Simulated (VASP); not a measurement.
Set up this calculation in VASP 6.6.1, as the native input.

* Task: single point
* Functional: PBEsol
* Potentials or basis: VASP PAW PBE potentials, release 64 (Sn_d, Se)
* Cutoff: 520 eV
* k mesh: 6 × 6 × 4
* Occupations: gaussian, width 0.05 eV
* Spin: no spin polarisation
* Dipole correction: no
* Further INCAR settings: ALGO = Normal; EDIFF = 1e-06; NBANDS = 20

The structure of SnSe2 lies in POSCAR:

```
SnSe2
1.0
    3.4918669901      0.0000000000      0.0000000000
   -1.7459334950      3.0240455200      0.0000000000
    0.0000000000      0.0000000000      7.3100165154
Sn Se
1 2
Direct
    0.0000000000      0.0000000000      0.0000000000
    0.3333333333      0.6666666667      0.2500000000
    0.6666666667      0.3333333333      0.7500000000
```

This cell differs from its parent crystal: ratio of the length along z to the lengths across it x 1.3, volume and fractional coordinates fixed.

One way to write it, as run:

INCAR

```
SYSTEM = SnSe2
PREC = Accurate
ENCUT = 520
EDIFF = 1E-6
ISMEAR = 0
SIGMA = 0.05
LREAL = .FALSE.
LASPH = .TRUE.
NELM = 100
ALGO = Normal
ISIF = 2
LWAVE = .FALSE.
LCHARG = .FALSE.
GGA = PS
NBANDS = 20
```

KPOINTS

```
Automatic mesh
0
G
  6 6 4
  0 0 0
```

Potentials or basis: VASP PAW PBE potentials, release 64 (Sn_d, Se).

Command:

```bash
$ cat potpaw_PBE.64/Sn_d/POTCAR potpaw_PBE.64/Se/POTCAR > POTCAR
$ mpirun -np 1 vasp_std > vasp.out
```

It gave:

- Pressure: 3.5 GPa
- Largest force: 1.042 eV/Å
- Band gap on the k mesh: zero (band 13 reaches 5.01 eV, above the bottom of band 14 at 4.26 eV)

Caveat: the PAW data sets were made with another functional, which shifts forces and pressure a little; spin-orbit coupling is left out, which moves the levels of the heavy elements; this functional lacks dispersion, which binds the layers, so the pressure and a relaxed spacing across them are unreliable.

It took 40 s on 1 thread of Intel(R) Xeon(R) Platinum 8488C (Sapphire Rapids), on a shared host, peak memory 0.2 GiB.
